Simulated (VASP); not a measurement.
Set up this calculation in VASP 6.6.1, as the native input.

* Task: single point
* Functional: LDA
* Potentials or basis: VASP PAW LDA potentials, release 64 (Na_pv, F)
* Cutoff: 520 eV
* k mesh: 10 × 10 × 10
* Occupations: fermi-dirac, width 0.02 eV
* Spin: no spin polarisation
* Dipole correction: no
* Further INCAR settings: ALGO = Normal; EDIFF = 1e-06; NBANDS = 14

The structure of NaF lies in POSCAR:

```
NaF
1.0
    0.0000000000      2.3233000000      2.3233000000
    2.3233000000      0.0000000000      2.3233000000
    2.3233000000      2.3233000000      0.0000000000
Na F
1 1
Direct
    0.0000000000      0.0000000000      0.0000000000
    0.5000000000      0.5000000000      0.5000000000
```

One way to write it, as run:

INCAR

```
PREC = Accurate ; ENCUT = 520
EDIFF = 1E-6 ; ISMEAR = -1
SIGMA = 0.02 ; LREAL = F
LASPH = T ; NELM = 80
ALGO = Normal ; ISIF = 2
LWAVE = F ; LCHARG = F
GGA = CA ; NBANDS = 14
```

KPOINTS

```
regular mesh
0
Gamma
  10 10 10
```

Potentials or basis: VASP PAW LDA potentials, release 64 (Na_pv, F).

Launch:

```bash
$ cat potpaw_LDA.64/Na_pv/POTCAR potpaw_LDA.64/F/POTCAR > POTCAR
$ mpirun -np 1 vasp_std > vasp.out
```

Results of the run:

| Item | Value |
| --- | --- |
| Pressure | -4.7 GPa |
| Band gap on the k mesh | 5.91 eV, direct |

It took 5.3 s on 1 thread of Intel(R) Xeon(R) Platinum 8488C (Sapphire Rapids), on a shared host, peak memory 0.13 GiB.
